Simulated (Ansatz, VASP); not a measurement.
# One calculation of Te, two programs

Contents of INCAR:

```
SYSTEM = Te
PREC     = Accurate       ! precision mode
ENCUT    = 600            ! plane-wave cutoff, eV
EDIFF    = 1E-7           ! SCF threshold, eV
ISMEAR   = 0              ! smearing method
SIGMA    = 0.02           ! smearing width, eV
LREAL    = .FALSE.        ! projectors in reciprocal space
LASPH    = .TRUE.         ! aspherical terms in the spheres
NELM     = 60             ! most SCF steps
ALGO     = Fast           ! electronic algorithm
ISIF     = 3              ! what is computed and relaxed
LWAVE    = .FALSE.        ! write WAVECAR
LCHARG   = .FALSE.        ! write CHGCAR
GGA      = PS             ! functional
IBRION   = 2              ! ionic algorithm
NSW      = 100            ! ionic steps
EDIFFG   = -0.005         ! ionic threshold
```

The input KPOINTS:

```
regular mesh
0
G
  9 9 6
  0 0 0
```

Contents of POSCAR:

```
Te
1.0
    4.6182077007      0.0000000000      0.0000000000
   -2.3091038503      3.9994851887      0.0000000000
    0.0000000000      0.0000000000      5.8851148648
Te
3
Direct
    0.0000000000      0.2557281400      0.3333333300
    0.2557281400      0.0000000000      0.6666666700
    0.7442718600      0.7442718600      0.0000000000
```

Input for Ansatz:

```yaml
crystal:
  lattice:
    - [4.6182077007, 0.0, 0.0]
    - [-2.3091038503, 3.9994851887, 0.0]
    - [0.0, 0.0, 5.8851148648]
  atoms:
    - { symbol: Te, position: [0.0, 0.25572814, 0.33333333] }
    - { symbol: Te, position: [0.25572814, 0.0, 0.66666667] }
    - { symbol: Te, position: [0.74427186, 0.74427186, 0.0] }
basis:
  ecutwfc: 420
kpoints:
  mp_grid: { grid: [9, 9, 6] }
hamiltonian:
  xc: pbesol
scf:
  occupations: { method: gaussian, width: 0.02 }
output:
  forces: true
  stress: true
  eigenvalues: true
relax:
  adjacent_minimum: "off"
  f_tol: 0.005
  max_steps: 80
  cell: { stress_tol: 0.05 }
```

Alike in both runs: task relaxation of cell and atoms; functional PBEsol; k mesh 9 × 9 × 6; occupations gaussian, width 0.02 eV; no spin polarisation.

```csv
,VASP,Ansatz
version,VASP 6.6.1,Ansatz 0.2.0
potentials or method,"VASP PAW PBE potentials, release 64 (Te), cutoff 600 eV","scalar-relativistic, plane waves, PAW"
valence electrons in the cell,18,48
```

Ansatz gave:

| Property | Result |
| --- | --- |
| gap on the k mesh at the Fermi level, each at its own relaxed structure (eV) | none |
| relaxed volume (Å³/atom) | 32.06 |
| relaxed length of the cell vector where the two differ most in proportion (Å) | 5.956 |

Question: What did VASP give for the same quantities?

Answer: gap on the k mesh at the Fermi level, each at its own relaxed structure (eV): none; relaxed volume (Å³/atom): 32.05; relaxed length of the cell vector where the two differ most in proportion (Å): 5.961.

VASP's potentials were made for PBE, not for PBEsol. A gap of «none» marks a metal or a gap that the smearing closes. VASP's potentials hold 18 valence electrons a cell and Ansatz's 48, so a difference there can come from the potentials and not from the codes.

Spin-orbit coupling is off throughout.
